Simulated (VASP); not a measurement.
Input of a VASP 6.6.1 run:

The input INCAR:

```
PREC = Accurate
ENCUT = 520
EDIFF = 1E-7
ISMEAR = 0
SIGMA = 0.15
LREAL = F
LASPH = T
NELM = 80
ALGO = Fast
ISIF = 2
LWAVE = F
LCHARG = F
NBANDS = 13
```

The input KPOINTS:

```
Automatic mesh
0
Gamma
  22 22 22
```

File POSCAR:

```
Mo
1.0
   -0.8774372853      1.5300182258      1.5300182258
    1.5300182258     -0.8774372853      1.5300182258
    1.5300182258      1.5300182258     -0.8774372853
Mo
1
Direct
    0.0000000000      0.0000000000      0.0000000000
```

Potentials or basis: VASP PAW LDA potentials, release 64 (Mo_sv).

Command:

```bash
$ cat potpaw_LDA.64/Mo_sv/POTCAR > POTCAR
$ mpirun -np 1 vasp_std > vasp.out
```

(1) Estimate the pressure.

(2) Estimate the band gap on the k mesh.

Results:

(1) 106.7 GPa.

(2) zero (band 7 reaches 18.04 eV, above the bottom of band 8 at 14.71 eV).
